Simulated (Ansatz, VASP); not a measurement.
Two plane-wave programs on Ba3SbP

```
CELL_PARAMETERS angstrom
6.12101 -0.05628 -0.02132
-0.05628 6.03505 0.06847
-0.02132 0.06847 5.99964
ATOMIC_POSITIONS crystal
Ba 0.99569 0.50258 0.49370
Ba 0.50296 0.99572 0.50312
Ba 0.49980 0.49807 0.00232
Sb 0.00213 0.99981 0.99562
P 0.49957 0.50182 0.49242
```

Alike in both runs: task single point; functional PBEsol; k mesh 2 × 2 × 2; no spin polarisation.

```csv
,VASP,Ansatz
version,VASP 6.6.1,Ansatz 0.2.0
potentials or method,"VASP PAW PBE potentials, release 64 (Ba_sv, Sb, P), cutoff 520 eV","plane waves, PAW"
occupations,"gaussian, width 0.01 eV",fixed
valence electrons in the cell,40,50
```

|  | VASP | Ansatz | Ansatz less VASP |
| --- | --- | --- | --- |
| pressure (GPa) | 0.4 | -0.1 | -0.55 |
| traceless stress, the component that is largest in VASP (GPa) | -0.82 | -0.79 | +0.030 |
| rms of the force components (eV/Å) | 0.117 | 0.105 | -0.0125 |

VASP's potentials were made for PBE, not for PBEsol. Atom by atom the forces differ by 0.026 eV/Å (rms over components). VASP's potentials hold 40 valence electrons a cell and Ansatz's 50, so a difference there can come from the potentials and not from the codes. Ansatz's warnings: stress scf threshold loose.

The k mesh is coarse, so the values compare programs but aren't converged. Neither program's run includes spin-orbit coupling.
